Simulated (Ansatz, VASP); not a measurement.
**Ca: VASP beside Ansatz**

The input POSCAR:

```
Ca
1.0
   -2.2288000000      2.2288000000      2.2400000000
    2.2288000000     -2.2288000000      2.2400000000
    2.2512000000      2.2512000000     -2.2400000000
Ca
1
Direct
    0.0000000000      0.0000000000      0.0000000000
```

INCAR.step1

```
PREC = Accurate ; ENCUT = 520
ISMEAR = -1 ; SIGMA = 0.15
LREAL = False ; LASPH = True
NELM = 100 ; NBANDS = 11
GGA = PE ; ALGO = Normal
EDIFF = 1E-4 ; LWAVE = True
LCHARG = False
```

INCAR.step2

```
PREC = Accurate ; ENCUT = 520
EDIFF = 1E-6 ; ISMEAR = -1
SIGMA = 0.15 ; LREAL = False
LASPH = True ; NELM = 100
ALGO = Normal ; ISIF = 2
LWAVE = False ; LCHARG = True
METAGGA = R2SCAN ; LMIXTAU = True
LELF = True ; LVHAR = True
NBANDS = 11 ; ISTART = 1
```

File KPOINTS:

```
Automatic mesh
0
Gamma
  11 11 11
```

Input for Ansatz:

```yaml
crystal:
  lattice:
    - [-2.2288, 2.2288, 2.24]
    - [2.2288, -2.2288, 2.24]
    - [2.2512000000000003, 2.2512000000000003, -2.24]
  atoms:
    - { symbol: Ca, position: [0.0, 0.0, 0.0] }
basis:
  ecutwfc: 544.22772491976
kpoints:
  mp_grid:
    grid: [11, 11, 11]
hamiltonian:
  xc: r2scan
scf:
  occupations:
    method: fermi_dirac
    width: 0.15
output:
  stress: true
```

Alike in both runs: task single point; functional r2SCAN; k mesh 11 × 11 × 11; occupations fermi-dirac, width 0.15 eV; no spin polarisation.

|  | VASP | Ansatz |
| --- | --- | --- |
| version | VASP 6.6.1 | Ansatz 0.2.0 |
| potentials or method | VASP PAW PBE potentials, release 64 (Ca_sv), cutoff 520 eV | plane waves, PAW |
| valence electrons in the cell | 10 | 10 |

|  | VASP | Ansatz | Ansatz less VASP |
| --- | --- | --- | --- |
| pressure (GPa) | -0.6 | -0.7 | -0.05 |
| traceless stress, the component that is largest in VASP (GPa) | -0.15 | -0.15 | 0.000 |

VASP's potentials were made for PBE, not for r2SCAN. The functional is the same, so the differences come from potentials, cutoffs and numerics.
